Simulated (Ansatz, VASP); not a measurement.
**H: VASP beside Ansatz**

File INCAR:

```
SYSTEM = H
PREC     = Accurate       ! precision mode
ENCUT    = 600            ! plane-wave cutoff, eV
EDIFF    = 1E-6           ! SCF threshold, eV
ISMEAR   = 0              ! smearing method
SIGMA    = 0.02           ! smearing width, eV
LREAL    = .FALSE.        ! projectors in reciprocal space
LASPH    = .TRUE.         ! aspherical terms in the spheres
NELM     = 60             ! most SCF steps
ALGO     = Normal         ! electronic algorithm
ISIF     = 3              ! what is computed and relaxed
LWAVE    = .FALSE.        ! write WAVECAR
LCHARG   = .FALSE.        ! write CHGCAR
GGA      = PE             ! functional
IBRION   = 2              ! ionic algorithm
NSW      = 70             ! ionic steps
EDIFFG   = -0.02          ! ionic threshold
```

KPOINTS

```
regular mesh
0
G
  8 8 8
  0 0 0
```

Contents of POSCAR:

```
H
1.0
   -1.7030551077      1.7030551077      2.1395708916
    1.7030551077     -1.7030551077      2.1395708916
    1.7030551077      1.7030551077     -2.1395708916
H
2
Direct
    0.9122555667      0.9122555667      0.0000000000
    0.0877444333      0.0877444333      0.0000000000
```

Input for Ansatz:

```yaml
crystal:
  lattice:
    - [-1.7030551077, 1.7030551077, 2.1395708916]
    - [1.7030551077, -1.7030551077, 2.1395708916]
    - [1.7030551077, 1.7030551077, -2.1395708916]
  atoms:
    - { symbol: H, position: [0.9122555667, 0.9122555667, 0.0] }
    - { symbol: H, position: [0.0877444333, 0.0877444333, 0.0] }
basis:
  ecutwfc: 420
kpoints:
  mp_grid: { grid: [8, 8, 8] }
hamiltonian:
  xc: pbe
scf:
  occupations: { method: gaussian, width: 0.02 }
output:
  forces: true
  stress: true
  eigenvalues: true
relax:
  adjacent_minimum: "off"
  f_tol: 0.02
  max_steps: 50
  cell: { stress_tol: 0.03 }
```

Alike in both runs: task relaxation of cell and atoms; functional PBE; k mesh 8 × 8 × 8; occupations gaussian, width 0.02 eV; no spin polarisation.

```csv
,VASP,Ansatz
version,VASP 6.6.1,Ansatz 0.2.0
potentials or method,"VASP PAW PBE potentials, release 64 (H), cutoff 600 eV","scalar-relativistic, plane waves, PAW"
valence electrons in the cell,2,2
```

VASP gave:

| Item | Value |
| --- | --- |
| gap on the k mesh at the Fermi level, each at its own relaxed structure (eV) | 9.02 |
| relaxed volume (Å³/atom) | 12.58 |
| relaxed cell length with the largest relative difference (Å) | 3.236 |

Which values does Ansatz return?

gap on the k mesh at the Fermi level, each at its own relaxed structure (eV): 9.30; relaxed volume (Å³/atom): 15.76; relaxed cell length with the largest relative difference (Å): 3.489.

One of these differences is far larger than is usual between the two programs; its cause wasn't traced.
